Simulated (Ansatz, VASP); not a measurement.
**Two plane-wave programs on Cd**

```
Cd
1.0
     1.65789    0.95718    2.41667
    -1.65789    0.95718    2.41667
     0.00000   -1.91437    2.41667
Cd
1
Direct
  0.00000 0.00000 0.00000
```

Change from the starting cell: the structure that the rattled cell fell into.

Alike in both runs: functional PBE; k mesh 24 × 24 × 24; occupations gaussian, width 0.1 eV; no spin polarisation.

Ansatz relaxed the structure, and its values are those at the end. VASP's run is a single point on that final structure, the one shown.

```csv
,VASP,Ansatz
version,VASP 6.6.1,Ansatz 0.2.0
potentials or method,"VASP PAW PBE potentials, release 64 (Cd), cutoff 520 eV","scalar-relativistic, plane waves, PAW"
valence electrons in the cell,12,20
```

|  | VASP | Ansatz | Ansatz less VASP |
| --- | --- | --- | --- |
| gap on the k mesh at the Fermi level (eV) | none | none | - |
| pressure (GPa) | 0.3 | 0.0 | -0.30 |

A gap of «none» marks a metal or a gap that the smearing closes. With one functional, cell and mesh, what is left measures potentials, basis and numerics. VASP's potentials hold 12 valence electrons a cell and Ansatz's 20, so a difference there can come from the potentials and not from the codes.
